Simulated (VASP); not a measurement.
# Ge (Im-3m) in VASP: further runs

Runs on Ge. Level: PBE. Tasks: single point.

All numbers are computed with VASP 6.6.1; they aren't measurements. Logs are shortened: lines on timing, memory, paths and dates and some standing lists are left out, and cuts for length are marked.

## (1) The cell of the first run

The structure is cubic, space group Im-3m (No. 229). Conventional cell: a = 3.011 Å, b = 3.011 Å, c = 3.011 Å, α = 90.00°, β = 90.00°, γ = 90.00°. Ge (site symmetry m-3m) has 14 Ge at 2.61 to 3.01 Å within 3.4 Å.

## (2) Single point, PBE (volume scaled by 0.706, to set the pressure)

File INCAR:

```
SYSTEM = Ge
PREC     = Accurate       ! precision mode
ENCUT    = 520            ! plane-wave cutoff, eV
EDIFF    = 1E-6           ! SCF threshold, eV
ISMEAR   = -1             ! smearing method
SIGMA    = 0.08           ! smearing width, eV
LREAL    = .FALSE.        ! projectors in reciprocal space
LASPH    = .TRUE.         ! aspherical terms in the spheres
NELM     = 60             ! most SCF steps
ALGO     = Normal         ! electronic algorithm
ISIF     = 2              ! what is computed and relaxed
LWAVE    = .FALSE.        ! write WAVECAR
LCHARG   = .FALSE.        ! write CHGCAR
GGA      = PE             ! functional
NBANDS   = 13             ! bands
```

File KPOINTS:

```
regular mesh
0
G
  18 18 18
  0 0 0
```

File POSCAR:

```
Ge
1.0
   -1.5054052370      1.5054052370      1.5054052370
    1.5054052370     -1.5054052370      1.5054052370
    1.5054052370      1.5054052370     -1.5054052370
Ge
1
Direct
    0.0000000000      0.0000000000      0.0000000000
```

Potentials or basis: VASP PAW PBE potentials, release 64 (Ge_d).

Started as:

```
$ cat potpaw_PBE.64/Ge_d/POTCAR > POTCAR
$ mpirun -np 1 vasp_std > vasp.out
```

OUTCAR:

```text
SYSTEM = Ge
   PREC = Accurate
   ENCUT = 520
   EDIFF = 1E-6
   ISMEAR = -1
   LREAL = .FALSE.
   LASPH = .TRUE.
   NELM = 60
   ISIF = 2
   GGA = PE

 ion  position               nearest neighbor table
   1  0.000  0.000  0.000-

  LATTYP: Found a body centered cubic cell.
 ALAT       =     3.0108104740

  Lattice vectors:

 A1 = (  -1.5054052370,   1.5054052370,   1.5054052370)
 A2 = (   1.5054052370,  -1.5054052370,   1.5054052370)
 A3 = (   1.5054052370,   1.5054052370,  -1.5054052370)

Analysis of symmetry for initial positions (statically):
=====================================================================
 Subroutine PRICEL returns:
 Original cell was already a primitive cell.

 Routine SETGRP: Setting up the symmetry group for a
 body centered cubic supercell.

 Subroutine GETGRP returns: Found 48 space group operations
 (whereof 48 operations were pure point group operations)
 out of a pool of 48 trial point group operations.

The static configuration has the point symmetry O_h .

Analysis of symmetry for dynamics (positions and initial velocities):
=====================================================================
 Subroutine PRICEL returns:
 Original cell was already a primitive cell.

 Routine SETGRP: Setting up the symmetry group for a
 body centered cubic supercell.

 Subroutine GETGRP returns: Found 48 space group operations
 (whereof 48 operations were pure point group operations)
 out of a pool of 48 trial point group operations.

The dynamic configuration has the point symmetry O_h .

 Subroutine INISYM returns: Found 48 space group operations
 (whereof 48 operations are pure point group operations),
 and found     1 'primitive' translations

----------------------------------------------------------------------------------------

                                     Primitive cell

  volume of cell :      13.6465

  direct lattice vectors                    reciprocal lattice vectors
    -1.505405237  1.505405237  1.505405237     0.000000000  0.332136482  0.332136482
     1.505405237 -1.505405237  1.505405237     0.332136482  0.000000000  0.332136482
     1.505405237  1.505405237 -1.505405237     0.332136482  0.332136482  0.000000000

  length of vectors
     2.607438356  2.607438356  2.607438356     0.469711918  0.469711918  0.469711918

  position of ions in fractional coordinates (direct lattice)
     0.000000000  0.000000000  0.000000000

[... 68 lines left out ...]
   ICHARG =      2    charge: 1-file 2-atom 10-const
   ISPIN  =      1    spin polarized calculation?
   LNONCOLLINEAR =      F non collinear calculations
   LSORBIT =      F    spin-orbit coupling
   LASPH  =      T    aspherical Exc in radial PAW
   ENCUT  =  520.0 eV  38.22 Ry    6.18 a.u.   4.85  4.85  4.85*2*pi/ulx,y,z
   NELM   =     60;   NELMIN=  2; NELMDL= -5     # of ELM steps
   EDIFF  = 0.1E-05   stopping-criterion for ELM
   LREAL  =      F    real-space projection
[... 7 lines left out ...]
   TEBEG  =    0.0;   TEEND  =   0.0 temperature during run
   PSTRESS=    0.0 pullay stress
   NELECT =      14.0000    total number of electrons
   NUPDOWN=      -1.0000    fix difference up-down
   EMIN   =  10.00;   EMAX   =-10.00  energy-range for DOS
   EFERMI =   0.00;   METHOD = LEGACY
   ISMEAR =    -1;   SIGMA  =   0.08  broadening in eV -4-tet -1-fermi 0-gaus
   EFERMI_NEDOS =   21; number of points for ismear=-14 and -15
   IALGO  =     38    algorithm
   IMIX   =      4    mixing-type and parameters
     AMIX     =   0.40;   BMIX     =  1.00
     AMIX_MAG =   1.60;   BMIX_MAG =  1.00
  volume/ion in A,a.u.               =      13.65        92.09
  Fermi-wavevector in a.u.,A,eV,Ry     =   1.651115  3.120156 37.091958  2.726182
  Thomas-Fermi vector in A             =   2.739950
   LORBIT       =      0    0 simple, 1 ext, 2 COOP (PROOUT), +10 PAW based schemes
   GGA     = PE    functional components
   LHFCALC =     F    Hartree Fock is set to
   AEXX    =    0.0000 exact exchange contribution
   IVDW    =     0    specifies the selected vdW correction
   LEPSILON=     F    determine dielectric tensor
   LRPA    =     F    only Hartree local field effects (RPA)
 non-spin polarized calculation
  energy-cutoff  :      520.00
  volume of cell :       13.65
 maximum number of plane-waves:       382
   NGX =  9   NGY =  9   NGZ =  9

 number of electron      13.9999992 magnetization

 Free energy of the ion-electron system (eV)
  ---------------------------------------------------
  ext. energy  EPLUGINS =         0.00000000
  ---------------------------------------------------
  free energy    TOTEN  =        -3.56631196 eV

  energy without entropy =       -3.55785837  energy(sigma->0) =       -3.56208516

 E-fermi :  10.8426     XC(G=0): -13.0290

 val. band max:       10.8417341407   @ k =  -0.3889   0.4444   0.2778
 cond. band min:      10.8431236645   @ k =   0.2222   0.1667   0.1667
 fundamental gap:      0.0013895238
 Fermi energy:        10.8426486408

 k-point     1 :       0.0000    0.0000    0.0000
  band No.  band energies     occupation
      1     -14.2057      2.00000
      2     -14.2057      2.00000
      3     -14.2057      2.00000
      4     -13.9935      2.00000
      5     -13.9935      2.00000
      6      -5.4941      2.00000
      7      23.9848      0.00000
      8      23.9848      0.00000
      9      23.9848      0.00000
     10      28.6268      0.00000
     11      28.6268      0.00000
     12      28.6268      0.00000
     13      29.5836      0.00000
[... 354 lines left out ...]
  band No.  band energies     occupation
      1     -14.2751      2.00000
      2     -14.2103      2.00000
      3     -14.0099      2.00000
      4     -14.0032      2.00000
      5     -13.8924      2.00000
      6       1.5724      2.00000
      7       5.4007      2.00000
      8      14.3883      0.00000
      9      17.9660      0.00000
     10      23.4134      0.00000
     11      26.3395      0.00000
     12      31.8695      0.00000
     13      35.0525      0.00000

 [... further k-points ...]
[... 5 lines left out ...]
  --------------------------------------------------------------------------------------
  -------------------------------------------------------------------------------------
  Total        4.0840451      4.0840451      4.0840451     -0.0000000     -0.0000000     -0.0000000
  in kB      479.4914295    479.4914295    479.4914295     -0.0000000     -0.0000000     -0.0000000
  external PRESSURE =     479.4914295 kB  Pullay stress =       0.0000000 kB

 VOLUME and BASIS-vectors are now :
 -----------------------------------------------------------------------------
  energy-cutoff  :      520.00
  volume of cell :       13.65
      direct lattice vectors                 reciprocal lattice vectors
    -1.505405237  1.505405237  1.505405237     0.000000000  0.332136482  0.332136482
     1.505405237 -1.505405237  1.505405237     0.332136482  0.000000000  0.332136482
     1.505405237  1.505405237 -1.505405237     0.332136482  0.332136482  0.000000000

 POSITION                                       TOTAL-FORCE (eV/Angst)
 -----------------------------------------------------------------------------------
      0.00000      0.00000      0.00000        -0.000000     -0.000000     -0.000000
 -----------------------------------------------------------------------------------
    total drift:                                0.000000     -0.000000      0.000000

  FREE ENERGIE OF THE ION-ELECTRON SYSTEM (eV)
  ---------------------------------------------------
  free  energy   TOTEN  =        -3.5663119604 eV

  energy  without entropy=       -3.5578583687  energy(sigma->0) =       -3.56208516
```

Run time: 24 s. Hardware: 1 thread of Intel Xeon Platinum 8175M at 2.50GHz (Skylake/Cascade Lake), shared host; peak memory 0.14 GiB.

Results:

```yaml
Free_energy: -3.5663 eV
Pressure: 47.9 GPa
Band_gap_on_the_k_mesh: zero (band 7 reaches 23.98 eV, above the bottom of band 8 at 6.37 eV)
```

Caveat: the cell differs from its parent crystal (volume scaled by 0.706, to set the pressure).

## (3) Single point, PBE

File INCAR:

```
ALGO = Normal
EDIFF = 1E-6
ENCUT = 520
GGA = PE
ISIF = 2
ISMEAR = -1
LASPH = True
LCHARG = False
LREAL = False
LWAVE = False
NBANDS = 13
NELM = 80
PREC = Accurate
SIGMA = 0.08
```

File KPOINTS:

```
k-points
0
Gamma
  18 18 18
```

File POSCAR:

```
Ge
1.0
   -1.5052599216      1.5052599216      1.5052599216
    1.5052599216     -1.5052599216      1.5052599216
    1.5052599216      1.5052599216     -1.5052599216
Ge
1
Direct
    0.0000000000      0.0000000000      0.0000000000
```

Potentials or basis: VASP PAW PBE potentials, release 64 (Ge_d).

Started as:

```
$ cat potpaw_PBE.64/Ge_d/POTCAR > POTCAR
$ mpirun -np 1 vasp_std > vasp.out
```

It took 25 s on 1 thread of Intel Xeon Platinum 8175M at 2.50GHz (Skylake/Cascade Lake), shared host; peak memory 0.15 GiB.

It converged, with:

| Property | Result |
| --- | --- |
| Free energy | -3.5651 eV |
| Pressure | 48.0 GPa |
| Band gap on the k mesh | zero (band 7 reaches 23.99 eV, above the bottom of band 8 at 6.37 eV) |

Levels at points of the mesh, in eV from the Fermi level:
| k point | band 4 | band 5 | band 6 | band 7 | band 8 | band 9 | band 10 | band 11 |
| --- | --- | --- | --- | --- | --- | --- | --- | --- |
| (0.00, 0.00, 0.00) | -24.84 | -24.84 | -16.34 | 13.15 | 13.15 | 13.15 | 17.79 | 17.79 |
| (0.50, 0.00, 0.00) | -24.84 | -24.71 | -8.04 | -7.50 | 5.97 | 8.50 | 10.90 | 12.02 |
| (0.50, 0.50, 0.50) | -24.74 | -24.74 | -0.85 | -0.85 | -0.85 | 0.08 | 4.04 | 4.04 |

## (4) Single point, PBE

File INCAR:

```
ALGO = Normal
EDIFF = 1E-6
ENCUT = 520
GGA = PE
ISIF = 2
ISMEAR = -1
LASPH = T
LCHARG = T
LELF = T
LREAL = F
LVHAR = T
LWAVE = F
NBANDS = 13
NELM = 100
PREC = Accurate
SIGMA = 0.08
```

KPOINTS is that of step 3.

File POSCAR:

```
Ge
1.0
   -1.5054979430      1.5054979430      1.5054979430
    1.5054979430     -1.5054979430      1.5054979430
    1.5054979430      1.5054979430     -1.5054979430
Ge
1
Direct
    0.0000000000      0.0000000000      0.0000000000
```

Started as:

```
$ cat potpaw_PBE.64/Ge_d/POTCAR > POTCAR
$ mpirun -np 1 vasp_std > vasp.out
```

It took 26 s on 1 thread of Intel Xeon Platinum 8175M at 2.50GHz (Skylake/Cascade Lake), shared host; peak memory 0.15 GiB.

It converged, with:

```yaml
Free_energy: -3.5671 eV
Pressure: 47.9 GPa
Band_gap_on_the_k_mesh: zero (band 7 reaches 23.98 eV, above the bottom of band 8 at 6.37 eV)
```

Levels at points of the mesh, in eV from the Fermi level:
| k point | band 4 | band 5 | band 6 | band 7 | band 8 | band 9 | band 10 | band 11 |
| --- | --- | --- | --- | --- | --- | --- | --- | --- |
| (0.00, 0.00, 0.00) | -24.84 | -24.84 | -16.33 | 13.14 | 13.14 | 13.14 | 17.78 | 17.78 |
| (0.50, 0.00, 0.00) | -24.84 | -24.71 | -8.04 | -7.49 | 5.96 | 8.50 | 10.90 | 12.01 |
| (0.50, 0.50, 0.50) | -24.74 | -24.74 | -0.85 | -0.85 | -0.85 | 0.08 | 4.04 | 4.04 |
